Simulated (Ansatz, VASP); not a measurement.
# MgF2: VASP beside Ansatz

File POSCAR:

```
MgF2
1.0
    4.6218997681      0.0000000000      0.0000000000
    0.0000000000      4.6220926219      0.0000000000
    0.0000000000      0.0000000000      3.0461460127
Mg F
2 4
Direct
    0.5000000000      0.5000000000      0.5000000000
    0.0000000000      0.0000000000      0.0000000000
    0.8029114192      0.1970073625      0.5000000000
    0.1970885808      0.8029926375      0.5000000000
    0.3029114192      0.3029926375      0.0000000000
    0.6970885808      0.6970073625      0.0000000000
```

File INCAR.step1:

```
SYSTEM = MgF2
ALGO = Normal
EDIFF = 1E-5
ENCUT = 520
GGA = PE
GGA_COMPAT = .FALSE.
ISIF = 2
ISMEAR = 0
KPAR = 4
LASPH = .TRUE.
LCHARG = .FALSE.
LREAL = .FALSE.
LWAVE = .TRUE.
NBANDS = 25
NELM = 120
PREC = Accurate
SIGMA = 0.01
```

File INCAR.step2:

```
SYSTEM = MgF2
ALGO = Normal
EDIFF = 1E-6
ENCUT = 520
GGA = PE
GGA_COMPAT = .FALSE.
HFSCREEN = 0.2079
ISIF = 2
ISMEAR = 0
ISTART = 1
KPAR = 4
LASPH = .TRUE.
LCHARG = .FALSE.
LHFCALC = .TRUE.
LREAL = .FALSE.
LWAVE = .FALSE.
NBANDS = 25
NELM = 120
PREC = Accurate
PRECFOCK = Normal
SIGMA = 0.01
```

The input KPOINTS:

```
k-points
0
G
  4 4 6
  0 0 0
```

Input for Ansatz:

```yaml
crystal:
  lattice:
    - [4.6218997681, 0.0, 0.0]
    - [0.0, 4.6220926219, 0.0]
    - [0.0, 0.0, 3.0461460127]
  atoms:
    - { symbol: Mg, position: [0.5, 0.5, 0.5] }
    - { symbol: Mg, position: [0.0, 0.0, 0.0] }
    - { symbol: F, position: [0.8029114192, 0.1970073625, 0.5] }
    - { symbol: F, position: [0.1970885808, 0.8029926375, 0.5] }
    - { symbol: F, position: [0.3029114192, 0.3029926375, 0.0] }
    - { symbol: F, position: [0.6970885808, 0.6970073625, 0.0] }
kpoints:
  mp_grid: { grid: [4, 4, 6] }
  band_path:
    path:
      - [0.0, 0.0, 0.0]
      - [0.0, 0.5000104313, 0.0]
      - [0.4999895687, 0.5000104313, 0.0]
      - [0.0, 0.0, 0.5]
      - [0.0, 0.5000104313, 0.5]
      - [0.4999895687, 0.5000104313, 0.5]
    npoints: 1
hamiltonian:
  xc: hse06
scf:
  occupations: { method: fixed }
  n_extra_bands: 5
output:
  forces: true
  stress: true
  eigenvalues: true
```

Alike in both runs: task single point; functional HSE06; k mesh 4 × 4 × 6; no spin polarisation.

|  | VASP | Ansatz |
| --- | --- | --- |
| version | VASP 6.6.1 | Ansatz 0.2.0 |
| potentials or method | VASP PAW PBE potentials, release 64 (Mg, F) | plane waves, PAW |
| plane-wave cutoff (eV) | 520 | 420 |
| occupations | gaussian, width 0.01 eV | fixed |
| valence electrons in the cell | 32 | 48 |

```csv
,VASP,Ansatz,Ansatz less VASP
gap on the k mesh at the Fermi level (eV),9.41,9.47,+0.063
pressure (GPa),0.7,1.1,+0.38
"traceless stress, the component that is largest in VASP (GPa)",-0.05,-0.05,-0.003
rms of the force components (eV/Å),0.008,0.010,+0.0025
```

Atom by atom the forces differ by 0.003 eV/Å (rms over components). VASP's potentials hold 32 valence electrons a cell and Ansatz's 48, so a difference there can come from the potentials and not from the codes. Ansatz's warnings: stress exchange threshold loose, stress scf threshold loose.
